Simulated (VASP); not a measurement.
Runs of VASP 6.6.1 on BaS. The structure is that of space group Fm-3m (No. 225), or close to it. The cells are those of the table. 

| level | cell | smearing | pressure (GPa) | moment (μB) |
| --- | --- | --- | --- | --- |
| PBEsol | a = 4.544 Å, angles 60.0°, 2 atoms | gaussian 0.05 eV | (b) | 0.00 |
| PBE+D3(BJ) | a = 4.544 Å, angles 60.0°, 2 atoms | methfessel-paxton 0.025 eV | -0.8 | 0.00 |
| PBE | a = 4.482 Å, angles 60.0°, 2 atoms | gaussian 0.05 eV | 2.6 | 0.00 |
| revPBE | a = 4.544 Å, angles 60.0°, 2 atoms | gaussian 0.05 eV | (a) | 0.00 |
| PBE | a = 4.604 Å, angles 60.0°, 2 atoms | gaussian 0.05 eV | -1.0 | 0.00 |

Alike in all rows: task single point; potentials or basis VASP PAW PBE potentials, release 64 (Ba_sv, S); spin non-collinear, zero start, SOC; k mesh 6 × 6 × 6; cutoff (eV) 520.

Estimate the missing entries.

(a) 1.7; (b) -1.3.

Caveats: the PAW data sets were made with another functional, which shifts forces and pressure a little (some runs); three body term missing (some runs).
